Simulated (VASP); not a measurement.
Runs of VASP 6.6.1 on MgB2. The structure is that of space group P6mm (No. 183), or close to it. The cells are those of the table. 

| cell | gap on the mesh (eV) | largest force (eV/Å) |
| --- | --- | --- |
| a = 3.085, b = 3.085, c = 10.046 Å, angles 90.0, 90.0, 120.0°, 6 atoms | none | 0.45 |
| a = 3.085, b = 3.085, c = 9.046 Å, angles 90.0, 90.0, 120.0°, 6 atoms | none | 0.43 |
| a = 3.085, b = 3.085, c = 12.046 Å, angles 90.0, 90.0, 120.0°, 6 atoms | none | 0.44 |
| a = 3.085, b = 3.085, c = 8.046 Å, angles 90.0, 90.0, 120.0°, 6 atoms | none | (a) |

Alike in all rows: task single point; level PBEsol; potentials or basis VASP PAW PBE potentials, release 64 (Mg, B); no spin polarisation; k mesh 6 × 6 × 3; cutoff (eV) 520; smearing fermi-dirac 0.15 eV.

Q: Estimate the missing entries.

A: (a) 0.48.

Caveats: all runs use coarse meshes; the PAW data sets were made with another functional, which shifts forces and pressure a little.

A gap of «none» marks levels without a gap at the run's occupations.
